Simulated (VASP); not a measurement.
Runs of VASP 6.6.1 on NaCl. The structure is that of space group Fm-3m (No. 225), or close to it. The cells are those of the table. 

| level | cell | k mesh | smearing | gap on the mesh (eV) | pressure (GPa) |
| --- | --- | --- | --- | --- | --- |
| PBE | a = 3.977, b = 3.977, c = 4.003 Å, angles 59.8, 59.8, 60.4°, 2 atoms | 4 × 4 × 4 | gaussian 0.01 eV | (c) | 0.8 |
| PBE | a = 3.921, b = 3.921, c = 3.805 Å, angles 61.0, 61.0, 58.1°, 2 atoms | 4 × 4 × 4 | gaussian 0.01 eV | 5.43 | 3.7 |
| r2SCAN | a = 3.964 Å, angles 60.0°, 2 atoms | 8 × 8 × 8 | gaussian 0.01 eV | (b) | -0.1 |
| PBE | a = 3.931, b = 3.931, c = 3.845 Å, angles 60.7, 60.7, 58.6°, 2 atoms | 8 × 8 × 8 | fermi-dirac 0.02 eV | 5.36 | (a) |
| PBE | a = 3.990, b = 3.990, c = 4.043 Å, angles 59.6, 59.6, 60.9°, 2 atoms | 4 × 4 × 4 | gaussian 0.01 eV | 5.04 | 0.4 |

Alike in all rows: task single point; potentials or basis VASP PAW PBE potentials, release 64 (Na_pv, Cl); no spin polarisation; cutoff (eV) 520.

Task: Fill in the values left out.

Result: (a) 3.0; (b) 6.00; (c) 5.11.

Caveats: some runs use coarse meshes; the PAW data sets were made with another functional, which shifts forces and pressure a little (some runs).

A k mesh can miss the band edges.
